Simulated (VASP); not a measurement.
GaSb, 2 atoms in the cell. Symmetry: F-43m, No. 216, cubic system. The conventional cell has a = 6.377 Å, b = 6.377 Å, c = 6.377 Å, α = 90.00°, β = 90.00°, γ = 90.00°. Within 3.6 Å of Ga (site symmetry -43m) lie 4 Sb at 2.76 Å. Sb (site symmetry -43m) has 4 Ga at 2.76 Å within 3.6 Å.  This cell differs from its parent crystal: strain +4.0%.

```yaml
Program: VASP 6.6.1
Task: single point
Functional: PBE
Potentials_or_basis: VASP PAW PBE potentials, release 64 (Ga_d, Sb)
Cutoff: 520 eV
k_mesh: 8 × 8 × 8
Occupations: fermi-dirac, width 0.02 eV
Spin: no spin polarisation
Dipole_correction: no
Further_INCAR_settings: ALGO = Normal; EDIFF = 1e-07; NBANDS = 16
```

Potentials or basis: VASP PAW PBE potentials, release 64 (Ga_d, Sb).

Launch:

```console
$ cat potpaw_PBE.64/Ga_d/POTCAR potpaw_PBE.64/Sb/POTCAR > POTCAR
$ mpirun -np 1 vasp_std > vasp.out
```

Hardware: 1 thread of Intel Xeon 6975P-C, with other jobs on the host.

Problem. How long does it take, and how much memory?

Solution. Run time: 33 s on 1 thread of Intel Xeon 6975P-C, with other jobs on the host, peak memory 0.21 GiB. Counts: scf iterations 14, k points 29.
